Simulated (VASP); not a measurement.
A run of VASP 6.6.1 is set up as follows.

INCAR

```
PREC = Accurate ; ENCUT = 520
EDIFF = 1E-6 ; ISMEAR = -1
SIGMA = 0.02 ; LREAL = F
LASPH = T ; NELM = 80
ALGO = Normal ; ISIF = 2
LWAVE = F ; LCHARG = F
GGA = PE ; NBANDS = 36
```

The input KPOINTS:

```
Automatic mesh
0
Gamma
  12 12 4
```

Contents of POSCAR:

```
Ge
1.0
    3.9976142537      0.0000000000      0.0000000000
   -1.9988071268      3.4620354983      0.0000000000
    0.0000000000      0.0000000000      6.5928200248
Ge
4
Direct
    0.3333333333      0.6666666667      0.0003696474
    0.6666666667      0.3333333333      0.5003696474
    0.3333333333      0.6666666667      0.3746303526
    0.6666666667      0.3333333333      0.8746303526
```

Potentials or basis: VASP PAW PBE potentials, release 64 (Ge_d).

Launch:

```bash
$ cat potpaw_PBE.64/Ge_d/POTCAR > POTCAR
$ mpirun -np 1 vasp_std > vasp.out
```

Problem. What does it give for the band gap on the k mesh?

Solution. 0.11 eV.

Problem. Estimate the largest force.

Solution. 0.009 eV/Å.

Forces in eV/Å, atoms in the order of the input:
```
Ge   0.000  0.000  0.009
Ge   0.000  0.000  0.009
Ge   0.000  0.000 -0.009
Ge   0.000  0.000 -0.009
```

A k mesh can miss the band edges.
